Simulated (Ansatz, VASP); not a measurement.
**Two plane-wave programs on ZrB2**

```
CELL_PARAMETERS angstrom
3.18642 0.00000 0.00000
-1.59321 2.75952 0.00000
0.00000 0.00000 3.56231
ATOMIC_POSITIONS crystal
Zr 0.00000 0.00000 0.00000
B 0.33333 0.66667 0.50000
B 0.66667 0.33333 0.50000
```

Alike in both runs: functional RPBE; k mesh 10 × 10 × 8; no spin polarisation.

Ansatz relaxed the structure, and its values are those at the end. VASP's run is a single point on that final structure, the one shown.

```csv
,VASP,Ansatz
version,VASP 6.6.1,Ansatz 0.2.0
potentials or method,"VASP PAW PBE potentials, release 64 (Zr_sv, B), cutoff 520 eV","plane waves, PAW"
occupations,"fermi-dirac, width 0.1 eV",fermi-dirac
valence electrons in the cell,18,18
```

|  | VASP | Ansatz | Ansatz less VASP |
| --- | --- | --- | --- |
| pressure (GPa) | 0.1 | 0.0 | -0.06 |

VASP's potentials were made for PBE, not for RPBE.
